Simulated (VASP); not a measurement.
Wanted: the native input for a VASP 6.6.1 run.

* Task: single point
* Functional: PBEsol
* Potentials or basis: VASP PAW PBE potentials, release 64 (Ti_sv, C)
* Cutoff: 520 eV
* k mesh: 11 × 11 × 11
* Occupations: methfessel-paxton, width 0.15 eV
* Spin: no spin polarisation
* Dipole correction: no
* Further INCAR settings: ALGO = Normal; EDIFF = 1e-07; NBANDS = 15

The structure of TiC lies in POSCAR:

```
TiC
1.0
    0.0000000000      2.1473748166      2.1473748166
    2.1473748166      0.0000000000      2.1473748166
    2.1473748166      2.1473748166      0.0000000000
Ti C
1 1
Direct
    0.0000000000      0.0000000000      0.0000000000
    0.5000000000      0.5000000000      0.5000000000
```

These files were run (other wordings do the same):

INCAR

```
PREC = Accurate
ENCUT = 520
EDIFF = 1E-7
ISMEAR = 1
SIGMA = 0.15
LREAL = F
LASPH = T
NELM = 60
ALGO = Normal
ISIF = 2
LWAVE = F
LCHARG = F
GGA = PS
NBANDS = 15
```

KPOINTS

```
regular mesh
0
Gamma
  11 11 11
```

Potentials or basis: VASP PAW PBE potentials, release 64 (Ti_sv, C).

Launch:

```console
$ cat potpaw_PBE.64/Ti_sv/POTCAR potpaw_PBE.64/C/POTCAR > POTCAR
$ mpirun -np 1 vasp_std > vasp.out
```

Results of the run:

```json
{
 "Pressure": "0.0 GPa",
 "Band gap on the k mesh": "zero (bands 8 and 9 overlap by 1.08 eV)"
}
```

Caveat: the PAW data sets were made with another functional, which shifts forces and pressure a little.

Run time: 21 s on 1 thread of Intel Xeon 8259CL, on a shared host, peak memory 0.15 GiB.
